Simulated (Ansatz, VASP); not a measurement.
# One calculation of B2Pt, two programs

INCAR

```
SYSTEM = B2Pt
PREC = Accurate ; ENCUT = 600
EDIFF = 1E-6 ; ISMEAR = 0
SIGMA = 0.1 ; LREAL = .FALSE.
LASPH = .TRUE. ; NELM = 60
ALGO = Normal ; ISIF = 3
LWAVE = .FALSE. ; LCHARG = .FALSE.
GGA = PE ; IVDW = 12
IBRION = 2 ; NSW = 100
EDIFFG = -0.01
```

KPOINTS

```
Automatic mesh
0
G
  12 12 6
  0 0 0
```

File POSCAR:

```
B2Pt
1.0
    3.0381734070      0.0000000000      0.0000000000
   -1.5190867035      2.6311353516      0.0000000000
    0.0000000000      0.0000000000      7.1776568827
B Pt
4 2
Direct
    0.3333333333      0.6666666667      0.8906858828
    0.0000000000      0.0000000000      0.3363883437
    0.0000000000      0.0000000000      0.8363883437
    0.6666666667      0.3333333333      0.3906858828
    0.6666666667      0.3333333333      0.0964388435
    0.3333333333      0.6666666667      0.5964388435
```

Input for Ansatz:

```yaml
crystal:
  lattice:
    - [3.038173407, 0.0, 0.0]
    - [-1.5190867035, 2.6311353516, 0.0]
    - [0.0, 0.0, 7.1776568827]
  atoms:
    - { symbol: B, position: [0.3333333333, 0.6666666667, 0.8906858828] }
    - { symbol: B, position: [0.0, 0.0, 0.3363883437] }
    - { symbol: B, position: [0.0, 0.0, 0.8363883437] }
    - { symbol: B, position: [0.6666666667, 0.3333333333, 0.3906858828] }
    - { symbol: Pt, position: [0.6666666667, 0.3333333333, 0.0964388435] }
    - { symbol: Pt, position: [0.3333333333, 0.6666666667, 0.5964388435] }
basis:
  ecutwfc: 420
kpoints:
  mp_grid: { grid: [12, 12, 6] }
hamiltonian:
  xc: pbe
  dispersion: d3bj
scf:
  occupations: { method: gaussian, width: 0.1 }
output:
  forces: true
  stress: true
  eigenvalues: true
  write_density: true
  write_potential: true
  elf: true
  volumetric_format: npy
relax:
  adjacent_minimum: "off"
  f_tol: 0.01
  max_steps: 80
  cell: { stress_tol: 0.05 }
```

Alike in both runs: task relaxation of cell and atoms; functional PBE; dispersion D3(BJ); k mesh 12 × 12 × 6; occupations gaussian, width 0.1 eV; no spin polarisation.

|  | VASP | Ansatz |
| --- | --- | --- |
| version | VASP 6.6.1 | Ansatz 0.2.0 |
| potentials or method | VASP PAW PBE potentials, release 64 (B, Pt), cutoff 600 eV | scalar-relativistic, plane waves, PAW |
| valence electrons in the cell | 32 | 48 |

```csv
,VASP,Ansatz,Ansatz less VASP
"gap on the k mesh at the Fermi level, each at its own relaxed structure (eV)",none,none,-
relaxed volume (Å³/atom),9.55,9.56,+0.005
relaxed cell length with the largest relative difference (Å),7.213,7.215,+0.0028
```

A gap of «none» marks a metal or a gap that the smearing closes. VASP's potentials hold 32 valence electrons a cell and Ansatz's 48, so a difference there can come from the potentials and not from the codes.

Spin-orbit coupling is off throughout.
